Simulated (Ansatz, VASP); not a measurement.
**One calculation of CoSi, two programs**

Contents of INCAR:

```
ALGO = Normal
EDIFF = 1E-6
EDIFFG = -0.005
ENCUT = 600
GGA = PE
IBRION = 2
ISIF = 3
ISMEAR = -1
LASPH = T
LCHARG = F
LREAL = F
LWAVE = F
NELM = 60
NSW = 60
PREC = Accurate
SIGMA = 0.08
```

File KPOINTS:

```
k-points
0
Gamma
  12 12 7
```

File POSCAR:

```
CoSi
1.0
    3.2968204870      0.0000000000      0.0000000000
   -1.6484102435      2.8551302935      0.0000000000
    0.0000000000      0.0000000000      5.1100717549
Co Si
2 2
Direct
    0.0000000000      0.0000000000      0.0000000000
    0.0000000000      0.0000000000      0.5000000000
    0.3333333333      0.6666666667      0.2500000000
    0.6666666667      0.3333333333      0.7500000000
```

Input for Ansatz:

```yaml
crystal:
  lattice:
    - [3.296820487, 0.0, 0.0]
    - [-1.6484102435, 2.8551302935, 0.0]
    - [0.0, 0.0, 5.1100717549]
  atoms:
    - { symbol: Co, position: [0.0, 0.0, 0.0] }
    - { symbol: Co, position: [0.0, 0.0, 0.5] }
    - { symbol: Si, position: [0.3333333333, 0.6666666667, 0.25] }
    - { symbol: Si, position: [0.6666666667, 0.3333333333, 0.75] }
kpoints:
  mp_grid: { grid: [12, 12, 7] }
scf:
  occupations: { method: fermi_dirac, width: 0.08 }
hamiltonian:
  xc: pbe
  pseudopotentials: { kind: paw }
output:
  forces: true
  stress: true
relax:
  f_tol: 0.005
  max_steps: 40
  cell: {}
```

Alike in both runs: task relaxation of cell and atoms; functional PBE; k mesh 12 × 12 × 7; occupations fermi-dirac, width 0.08 eV; no spin polarisation.

```csv
,VASP,Ansatz
version,VASP 6.6.1,Ansatz 0.2.0
potentials or method,"VASP PAW PBE potentials, release 64 (Co, Si)","PAW with Ansatz's default frozen-core files, scalar-relativistic"
plane-wave cutoff (eV),600,420
valence electrons in the cell,26,42
```

Ansatz gave:

- relaxed volume (Å³/atom): 12.43
- relaxed length of the cell vector where the two differ most in proportion (Å): 5.023

Question: What did VASP give for the same quantities?

Answer: Relaxed volume (Å³/atom): 12.42; relaxed length of the cell vector where the two differ most in proportion (Å): 5.028.

VASP's potentials hold 26 valence electrons a cell and Ansatz's 42, so a difference there can come from the potentials and not from the codes.
